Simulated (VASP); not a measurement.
A run of VASP 6.6.1:

The input INCAR:

```
SYSTEM = KMgF3
PREC     = Accurate       ! precision mode
ENCUT    = 600            ! plane-wave cutoff, eV
EDIFF    = 1E-6           ! SCF threshold, eV
ISMEAR   = 0              ! smearing method
SIGMA    = 0.15           ! smearing width, eV
LREAL    = .FALSE.        ! projectors in reciprocal space
LASPH    = .TRUE.         ! aspherical terms in the spheres
NELM     = 120            ! most SCF steps
ALGO     = Normal         ! electronic algorithm
ISIF     = 2              ! what is computed and relaxed
LWAVE    = .FALSE.        ! write WAVECAR
LCHARG   = .FALSE.        ! write CHGCAR
GGA      = PE             ! functional
NBANDS   = 24             ! bands
GGA_COMPAT= .FALSE.
```

File KPOINTS:

```
regular mesh
0
G
  3 3 3
  0 0 0
```

POSCAR

```
KMgF3
1.0
    4.0607145925      0.0000000000      0.0000000000
    0.0000000000      2.8710639106      2.8728334119
    0.0000000000     -2.8710639106      2.8728334119
K Mg F
1 1 3
Direct
    0.0000000000     -0.0001864667     -0.0001864667
    0.5000000000      0.4993438783      0.4993438783
    0.0000000000      0.4994689172      0.4994689172
    0.5000000000      0.4989519222      0.9993017390
    0.5000000000      0.9993017390      0.4989519222
```

Potentials or basis: VASP PAW PBE potentials, release 64 (K_sv, Mg, F).

Run with:

```console
$ cat potpaw_PBE.64/K_sv/POTCAR potpaw_PBE.64/Mg/POTCAR potpaw_PBE.64/F/POTCAR > POTCAR
$ mpirun -np 1 vasp_std > vasp.out
```

Hardware: 1 thread of Intel(R) Xeon(R) Platinum 8488C (Sapphire Rapids) (shared host).

Q: How long does it take, and how much memory?

A: Run time: 9.8 s on 1 thread of Intel(R) Xeon(R) Platinum 8488C (Sapphire Rapids), with other jobs on the host, peak memory 0.18 GiB. Counts: scf iterations 13, k points 8.
